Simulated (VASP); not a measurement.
# ZnSe (P4/nmm) in VASP: a series of runs

The runs below take ZnSe through single point, with PBEsol+D3(BJ), BLYP+D3(BJ), PBEsol.

All numbers are computed with VASP 6.6.1; they aren't measurements. Logs are shortened: lines on timing, memory, paths and dates and some standing lists are left out, and cuts for length are marked.

## 1. The cell of the first run

Symmetry: P4/nmm, No. 129, tetragonal system. The conventional cell has a = 4.013 Å, b = 4.013 Å, c = 4.959 Å, α = 90.00°, β = 90.00°, γ = 90.00°. Zn (site symmetry -4m2) has 4 Se at 2.48 Å and 4 Zn at 2.84 Å within 3.3 Å. Se (site symmetry 4mm) has 4 Zn at 2.48 Å within 3.3 Å.

## 2. Single point, PBEsol+D3(BJ)

INCAR reads:

```
SYSTEM = ZnSe
PREC = Accurate
ENCUT = 520
EDIFF = 1E-6
ISMEAR = 0
SIGMA = 0.01
LREAL = .FALSE.
LASPH = .TRUE.
NELM = 60
ALGO = Normal
ISIF = 2
LWAVE = .FALSE.
LCHARG = .TRUE.
GGA = PS
IVDW = 12
LELF = .TRUE.
LVHAR = .TRUE.
NBANDS = 26
```

KPOINTS reads:

```
Automatic mesh
0
G
  6 6 4
  0 0 0
```

POSCAR reads:

```
ZnSe
1.0
    4.0126471590      0.0000000000      0.0000000000
    0.0000000000      4.0126471590      0.0000000000
    0.0000000000      0.0000000000      4.9586965588
Zn Se
2 2
Direct
    0.0000000000      0.0000000000      0.0000000000
    0.5000000000      0.5000000000      0.0000000000
    0.0000000000      0.5000000000      0.2954294445
    0.5000000000      0.0000000000      0.7045705555
```

Potentials or basis: VASP PAW PBE potentials, release 64 (Zn, Se).

On the command line:

```
$ cat potpaw_PBE.64/Zn/POTCAR potpaw_PBE.64/Se/POTCAR > POTCAR
$ mpirun -np 1 vasp_std > vasp.out
```

OUTCAR:

```text
SYSTEM = ZnSe
   PREC = Accurate
   ENCUT = 520
   EDIFF = 1E-6
   ISMEAR = 0
   LREAL = .FALSE.
   LASPH = .TRUE.
   NELM = 60
   ISIF = 2
   GGA = PS
   IVDW = 12
 IVDW          = 12

 ion  position               nearest neighbor table
   1  0.000  0.000  0.000-   3 2.48   4 2.48   3 2.48   4 2.48   2 2.84   2 2.84   2 2.84   2 2.84

   2  0.500  0.500  0.000-   3 2.48   4 2.48   4 2.48   3 2.48   1 2.84   1 2.84   1 2.84   1 2.84

   3  0.000  0.500  0.295-   1 2.48   2 2.48   1 2.48   2 2.48
   4  0.500  0.000  0.705-   1 2.48   2 2.48   2 2.48   1 2.48

  LATTYP: Found a simple tetragonal cell.
 ALAT       =     4.0126471590
 C/A-ratio  =     1.2357669046

  Lattice vectors:

 A1 = (   4.0126471590,   0.0000000000,   0.0000000000)
 A2 = (   0.0000000000,   4.0126471590,   0.0000000000)
 A3 = (   0.0000000000,   0.0000000000,   4.9586965588)

Analysis of symmetry for initial positions (statically):
=====================================================================
 Subroutine PRICEL returns:
 Original cell was already a primitive cell.

 Routine SETGRP: Setting up the symmetry group for a
 simple tetragonal supercell.

 Subroutine GETGRP returns: Found 16 space group operations
 (whereof  8 operations were pure point group operations)
 out of a pool of 16 trial point group operations.

The static configuration has the point symmetry D_2d.
 The point group associated with its full space group is D_4h.

Analysis of symmetry for dynamics (positions and initial velocities):
=====================================================================
 Subroutine PRICEL returns:
 Original cell was already a primitive cell.

 Routine SETGRP: Setting up the symmetry group for a
 simple tetragonal supercell.

 Subroutine GETGRP returns: Found 16 space group operations
 (whereof  8 operations were pure point group operations)
 out of a pool of 16 trial point group operations.

The dynamic configuration has the point symmetry D_2d.
 The point group associated with its full space group is D_4h.

 Subroutine INISYM returns: Found 16 space group operations
 (whereof  8 operations are pure point group operations),
 and found     1 'primitive' translations

----------------------------------------------------------------------------------------

                                     Primitive cell

  volume of cell :      79.8416

  direct lattice vectors                    reciprocal lattice vectors
     4.012647159  0.000000000  0.000000000     0.249212044  0.000000000  0.000000000
     0.000000000  4.012647159  0.000000000     0.000000000  0.249212044  0.000000000
     0.000000000  0.000000000  4.958696559     0.000000000  0.000000000  0.201665899

  length of vectors
     4.012647159  4.012647159  4.958696559     0.249212044  0.249212044  0.201665899
[... 84 lines left out ...]
   NELM   =     60;   NELMIN=  2; NELMDL= -5     # of ELM steps
   EDIFF  = 0.1E-05   stopping-criterion for ELM
   LREAL  =      F    real-space projection
[... 7 lines left out ...]
   TEBEG  =    0.0;   TEEND  =   0.0 temperature during run
   PSTRESS=    0.0 pullay stress
   NELECT =      36.0000    total number of electrons
   NUPDOWN=      -1.0000    fix difference up-down
   EMIN   =  10.00;   EMAX   =-10.00  energy-range for DOS
   EFERMI =   0.00;   METHOD = LEGACY
   ISMEAR =     0;   SIGMA  =   0.01  broadening in eV -4-tet -1-fermi 0-gaus
   EFERMI_NEDOS =   21; number of points for ismear=-14 and -15
   IALGO  =     38    algorithm
   IMIX   =      4    mixing-type and parameters
     AMIX     =   0.40;   BMIX     =  1.00
     AMIX_MAG =   1.60;   BMIX_MAG =  1.00
  volume/ion in A,a.u.               =      19.96       134.70
  Fermi-wavevector in a.u.,A,eV,Ry     =   1.255353  2.372273 21.441570  1.575911
  Thomas-Fermi vector in A             =   2.389114
   LORBIT       =      0    0 simple, 1 ext, 2 COOP (PROOUT), +10 PAW based schemes
   GGA     = PS    functional components
   LHFCALC =     F    Hartree Fock is set to
   AEXX    =    0.0000 exact exchange contribution
   IVDW    =    12    specifies the selected vdW correction
   LEPSILON=     F    determine dielectric tensor
   LRPA    =     F    only Hartree local field effects (RPA)
 non-spin polarized calculation
 Gauss-broadening in eV      SIGMA  =   0.01
  energy-cutoff  :      520.00
  volume of cell :       79.84
 maximum number of plane-waves:      2178
 NGX is ok and might be reduce to    30
   NGX = 15   NGY = 15   NGZ = 19

 number of electron      36.0000058 magnetization

 Free energy of the ion-electron system (eV)
  ---------------------------------------------------
  ext. energy  EPLUGINS =         0.00000000
  ---------------------------------------------------
  free energy    TOTEN  =       -12.82016421 eV

  energy without entropy =      -12.82016421  energy(sigma->0) =      -12.82016421

 E-fermi :   2.8464     XC(G=0): -10.2534

 val. band max:        2.7980483632   @ k =   0.0000   0.0000   0.0000
 cond. band min:       4.1068959412   @ k =   0.0000   0.0000   0.0000
 fundamental gap:      1.3088475780
 Fermi energy:         2.8464014409

 k-point     1 :       0.0000    0.0000    0.0000
  band No.  band energies     occupation
      1     -11.2860      2.00000
      2      -9.5997      2.00000
      3      -4.6671      2.00000
      4      -4.5586      2.00000
      5      -4.4544      2.00000
      6      -4.4544      2.00000
[... 685 lines left out ...]
     25      12.3066      0.00000
     26      12.3066      0.00000

 [... further k-points ...]

------------------------ aborting loop because EDIFF is reached ----------------------------------------

 Edisp (eV)   -1.28794

 E8    (eV) :    -0.8213

  FORCE on cell =-STRESS in cart. coord.  units (eV):
  Direction    XX          YY          ZZ          XY          YZ          ZX
  --------------------------------------------------------------------------------------
  -------------------------------------------------------------------------------------
  Total       0.18017     0.18017     0.19658     0.00000     0.00000     0.00000
  in kB       3.61548     3.61548     3.94467     0.00000     0.00000     0.00000
  external pressure =        3.73 kB  Pullay stress =        0.00 kB

 VOLUME and BASIS-vectors are now :
 -----------------------------------------------------------------------------
  energy-cutoff  :      520.00
  volume of cell :       79.84
      direct lattice vectors                 reciprocal lattice vectors
     4.012647159  0.000000000  0.000000000     0.249212044  0.000000000  0.000000000
     0.000000000  4.012647159  0.000000000     0.000000000  0.249212044  0.000000000
     0.000000000  0.000000000  4.958696559     0.000000000  0.000000000  0.201665899

 POSITION                                       TOTAL-FORCE (eV/Angst)
 -----------------------------------------------------------------------------------
      0.00000      0.00000      0.00000         0.000000      0.000000      0.000000
      2.00632      2.00632      0.00000         0.000000     -0.000000      0.000000
      0.00000      2.00632      1.46494        -0.000000     -0.000000      0.056813
      2.00632      0.00000      3.49375         0.000000      0.000000     -0.056813
 -----------------------------------------------------------------------------------
    total drift:                                0.000000      0.000000     -0.000000

  FREE ENERGIE OF THE ION-ELECTRON SYSTEM (eV)
  ---------------------------------------------------
  free  energy   TOTEN  =       -14.1081042838 eV

  energy  without entropy=      -14.1081042838  energy(sigma->0) =      -14.10810428
```

stdout:

```text
POSCAR found type information on POSCAR ZnSe
 POSCAR found :  2 types and       4 ions
 scaLAPACK will be used
 -----------------------------------------------------------------------------
|                                                                             |
|                                                                             |
|     You enforced a specific xc type in the INCAR file but a different       |
|     I HOPE YOU KNOW WHAT YOU ARE DOING!                                     |
|                                                                             |
 -----------------------------------------------------------------------------

 LDA part: xc-table for (Slater+PW92), standard interpolation
 POSCAR, INCAR and KPOINTS ok, starting setup
 FFT: planning ... GRIDC
 FFT: planning ... GRID_SOFT
 FFT: planning ... GRID
 WAVECAR not read
 entering main loop
```

It took 42 s on 1 thread of AMD EPYC 7R13 (Zen 3), shared host; peak memory 0.18 GiB.

What came out:

```
Free energy                : -14.1081 eV
Pressure                   : 0.4 GPa
Largest force              : 0.057 eV/Å
Band gap on the k mesh     : 1.31 eV
Dispersion energy per atom : -0.322 eV
```

Forces in eV/Å, atoms in the order of the input:
```
Zn   0.000  0.000  0.000
Zn   0.000  0.000  0.000
Se   0.000  0.000  0.057
Se   0.000  0.000 -0.057
```

Levels at points of the mesh, in eV from the valence-band top:
```csv
k point,band 14,band 15,band 16,band 17,band 18,band 19,band 20,band 21,band 22,band 23
"(0.00, 0.00, 0.00)",-3.18,-3.18,-0.55,0.00,0.00,1.31,1.50,2.54,5.21,5.21
"(0.50, 0.00, 0.00)",-4.72,-2.62,-2.62,-1.43,-1.43,3.54,3.54,4.98,4.98,6.74
"(0.50, 0.50, 0.00)",-5.13,-2.60,-2.60,-2.05,-2.05,2.31,2.31,2.78,2.78,10.22
"(0.00, 0.00, 0.50)",-2.38,-2.38,-1.84,-1.28,-1.28,1.88,3.54,3.93,4.78,6.44
"(0.50, 0.00, 0.50)",-6.01,-1.25,-1.25,-0.68,-0.68,2.01,2.01,5.14,5.14,6.24
"(0.50, 0.50, 0.50)",-4.49,-3.91,-3.91,-3.58,-3.58,5.43,5.43,5.58,5.58,8.90
```

Caveat: the PAW data sets were made with another functional, which shifts forces and pressure a little. A k mesh can miss the band edges.

## 3. Single point, BLYP+D3(BJ)

This run uses another cell than the first one, of 21.07 Å³/atom.

INCAR reads:

```
SYSTEM = ZnSe
AGGAC    = 1.0          
AGGAX    = 1.0          
ALDAC    = 0.0          
ALDAX    = 1.0          
ALGO     = Normal         ! electronic algorithm
EDIFF    = 1E-6           ! SCF threshold, eV
ENCUT    = 520            ! plane-wave cutoff, eV
GGA      = B5             ! functional
ISIF     = 2              ! what is computed and relaxed
ISMEAR   = 0              ! smearing method
IVDW     = 12             ! dispersion correction
LASPH    = .True.         ! aspherical terms in the spheres
LCHARG   = .False.        ! write CHGCAR
LREAL    = .False.        ! projectors in reciprocal space
LWAVE    = .False.        ! write WAVECAR
NBANDS   = 26             ! bands
NELM     = 80             ! most SCF steps
PREC     = Accurate       ! precision mode
SIGMA    = 0.01           ! smearing width, eV
VDW_A1   = 0.4298       
VDW_A2   = 4.2359       
VDW_S6   = 1.0          
VDW_S8   = 2.6996
```

KPOINTS reads:

```
k-points
0
Gamma
  6 6 4
  0 0 0
```

POSCAR reads:

```
ZnSe
1.0
    4.1270656451      0.0000000000      0.0000000000
    0.0000000000      4.1270656451      0.0000000000
    0.0000000000      0.0000000000      4.9472778237
Zn Se
2 2
Direct
    0.0000000000      0.0000000000      0.0000000000
    0.5000000000      0.5000000000      0.0000000000
    0.0000000000      0.5000000000      0.2949535782
    0.5000000000      0.0000000000      0.7050464218
```

Potentials or basis: VASP PAW PBE potentials, release 64 (Zn, Se).

On the command line:

```
$ cat potpaw_PBE.64/Zn/POTCAR potpaw_PBE.64/Se/POTCAR > POTCAR
$ mpirun -np 1 vasp_std > vasp.out
```

Run time: 59 s. Hardware: 1 thread of AMD EPYC 7R13 (Zen 3), shared host; peak memory 0.19 GiB.

It converged, with:

| Property | Result |
| --- | --- |
| Free energy | -11.8970 eV |
| Pressure | 0.4 GPa |
| Largest force | 0.050 eV/Å |
| Band gap on the k mesh | 1.14 eV |
| Dispersion energy per atom | -0.773 eV |

Forces in eV/Å, atoms in the order of the input:
```
Zn   0.000  0.000  0.000
Zn   0.000  0.000  0.000
Se   0.000  0.000  0.050
Se   0.000  0.000 -0.050
```

Levels at points of the mesh, in eV from the valence-band top:
```csv
k point,band 16,band 17,band 18,band 19,band 20,band 21
"(0.00, 0.00, 0.00)",-0.36,0.00,0.00,1.14,1.57,2.95
"(0.50, 0.00, 0.00)",-2.24,-1.34,-1.34,3.56,3.56,5.09
"(0.50, 0.50, 0.00)",-2.21,-1.68,-1.68,2.82,2.82,3.03
"(0.00, 0.00, 0.50)",-1.57,-1.17,-1.17,1.60,3.92,4.25
"(0.50, 0.00, 0.50)",-1.17,-0.53,-0.53,2.01,2.01,5.32
"(0.50, 0.50, 0.50)",-3.44,-3.12,-3.12,5.34,5.34,5.75
```

Caveat: the PAW data sets were made with another functional, which shifts forces and pressure a little.

## 4. Single point, PBEsol

This run uses another cell than the first one, of 22.39 Å³/atom.

INCAR reads:

```
ALGO = Normal
EDIFF = 1E-6
ENCUT = 520
GGA = PS
ISIF = 2
ISMEAR = 0
LASPH = True
LCHARG = True
LELF = True
LREAL = False
LVHAR = True
LWAVE = False
NBANDS = 26
NELM = 80
PREC = Accurate
SIGMA = 0.01
```

KPOINTS reads:

```
k-points
0
Gamma
  6 6 4
```

POSCAR reads:

```
ZnSe
1.0
    4.0279666331      0.0000000000      0.0000000000
    0.0000000000      4.0279666331      0.0000000000
    0.0000000000      0.0000000000      5.5203719904
Zn Se
2 2
Direct
    0.0000000000      0.0000000000      0.0000000000
    0.5000000000      0.5000000000      0.0000000000
    0.0000000000      0.5000000000      0.2683872589
    0.5000000000      0.0000000000      0.7316127411
```

On the command line:

```
$ cat potpaw_PBE.64/Zn/POTCAR potpaw_PBE.64/Se/POTCAR > POTCAR
$ mpirun -np 1 vasp_std > vasp.out
```

Run time: 43 s. Hardware: 1 thread of AMD EPYC 7R13 (Zen 3), shared host; peak memory 0.18 GiB.

It converged, with:

```yaml
Free_energy: -12.8892 eV
Pressure: 0.3 GPa
Largest_force: 0.055 eV/Å
Band_gap_on_the_k_mesh: 1.72 eV
```

Forces on the atoms (eV/Å):
```
Zn   0.000  0.000  0.000
Zn   0.000  0.000  0.000
Se   0.000  0.000  0.055
Se   0.000  0.000 -0.055
```

Levels at points of the mesh, in eV from the valence-band top:
```csv
k point,band 14,band 15,band 16,band 17,band 18,band 19,band 20,band 21,band 22,band 23
"(0.00, 0.00, 0.00)",-2.56,-2.56,-0.07,0.00,0.00,1.72,1.78,2.65,5.55,5.55
"(0.50, 0.00, 0.00)",-4.68,-2.07,-2.07,-1.00,-1.00,3.59,3.59,5.58,5.58,6.63
"(0.50, 0.50, 0.00)",-4.60,-2.45,-2.45,-2.17,-2.17,2.84,2.84,3.16,3.16,10.73
"(0.00, 0.00, 0.50)",-2.21,-2.21,-1.55,-0.62,-0.62,2.03,3.31,4.15,4.73,6.51
"(0.50, 0.00, 0.50)",-5.36,-0.93,-0.93,-0.74,-0.74,2.38,2.38,5.81,5.81,5.88
"(0.50, 0.50, 0.50)",-4.31,-3.07,-3.07,-2.90,-2.90,4.84,4.84,5.21,5.21,8.19
```

Caveat: the PAW data sets were made with another functional, which shifts forces and pressure a little.

## 5. The runs side by side

| level | cell | gap on the mesh (eV) | pressure (GPa) | largest force (eV/Å) |
| --- | --- | --- | --- | --- |
| PBEsol+D3(BJ) | a = 4.013, b = 4.013, c = 4.959 Å, 4 atoms, atomic positions A | 1.31 | 0.4 | 0.06 |
| BLYP+D3(BJ) | a = 4.127, b = 4.127, c = 4.947 Å, 4 atoms, atomic positions B | 1.14 | 0.4 | 0.05 |
| PBEsol | a = 4.028, b = 4.028, c = 5.520 Å, 4 atoms, atomic positions C | 1.72 | 0.3 | 0.05 |

Alike in all rows: task single point; potentials or basis VASP PAW PBE potentials, release 64 (Zn, Se); no spin polarisation; k mesh 6 × 6 × 4; cutoff (eV) 520; smearing gaussian 0.01 eV.

Caveats: the PAW data sets were made with another functional, which shifts forces and pressure a little.

Absolute energies hang on the potentials; compare differences alone.
